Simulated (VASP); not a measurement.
Write the native input for VASP 6.6.1 that does the following.

```yaml
Task: single point
Functional: PBE
Potentials_or_basis: VASP PAW PBE potentials, release 64 (Pb_d, O, B)
Cutoff: 520 eV
k_mesh: 1 × 1 × 1
Occupations: fermi-dirac, width 0.05 eV
Spin: no spin polarisation
Dipole_correction: no
Further_INCAR_settings: LREAL = Auto; ALGO = Normal; EDIFF = 1e-07; NBANDS = 90; ISYM = 0
```

The structure of B4Pb5O11 lies in POSCAR:

```
B4Pb5O11
1.0
    6.9609960000     -0.1702740000     -0.2994950000
   -0.1702740000      6.7969110000     -0.0464410000
   -0.2994950000     -0.0464410000      6.9712270000
Pb O B
5 11 4
Direct
    0.6105699235      0.2022699769      0.1828093188
    0.4530430833      0.6404529646      0.4217252450
    0.1742198702      0.2728661843      1.0021329328
    0.7983408174      0.5073694496      0.8661594046
    1.0232373975      0.9073397250      0.4735607159
    0.2356382301      0.3537794817      0.3185673547
    0.0880079163      0.6893029452     -0.0359959805
    0.6357801867      0.1056182586      0.7947087370
    0.8783681933      0.9706668892      0.9814859885
    0.6872074853      0.0639906413      0.4630849053
    0.1238371884      0.5634455513      0.5800265281
    0.0976972939      0.1990169760      0.5782468995
    0.1733398538      0.9565831125      0.1772142975
    0.6940772286      0.5165901282      0.1736788404
    0.6588223045      0.7664484586      0.7575558247
    0.5722278464      0.3654936598      0.5842758054
    0.0563496689      0.8591142338      0.0416033746
    0.6266287878      0.1783633953      0.5996755755
    0.7249894726      0.9319350553      0.8384998391
    0.1421402910      0.3747488228      0.5036411835
```

These files were run (other wordings do the same):

INCAR

```
PREC     = Accurate       # precision mode
ENCUT    = 520            # plane-wave cutoff, eV
EDIFF    = 1E-7           # SCF threshold, eV
ISMEAR   = -1             # smearing method
SIGMA    = 0.05           # smearing width, eV
LREAL    = Auto         
LASPH    = T              # aspherical terms in the spheres
NELM     = 60             # most SCF steps
ALGO     = Normal         # electronic algorithm
ISIF     = 2              # what is computed and relaxed
LWAVE    = F              # write WAVECAR
LCHARG   = T              # write CHGCAR
GGA      = PE             # functional
LELF     = T              # ELF
LVHAR    = T            
NBANDS   = 90             # bands
ISYM     = 0
```

KPOINTS

```
Automatic mesh
0
Gamma
  1 1 1
```

Potentials or basis: VASP PAW PBE potentials, release 64 (Pb_d, O, B).

Command:

```sh
$ cat potpaw_PBE.64/Pb_d/POTCAR potpaw_PBE.64/O/POTCAR potpaw_PBE.64/B/POTCAR > POTCAR
$ mpirun -np 1 vasp_gam > vasp.out
```

It gave:

| Item | Value |
| --- | --- |
| Pressure | 3.2 GPa |
| Largest force | 2.415 eV/Å |

Caveat: the k points lie up to 0.93 Å⁻¹ apart; the atoms stand as in a frame of molecular dynamics.

Wall time 2.4 min on 1 thread of Intel Xeon 8259CL (shared host), peak memory 0.37 GiB.
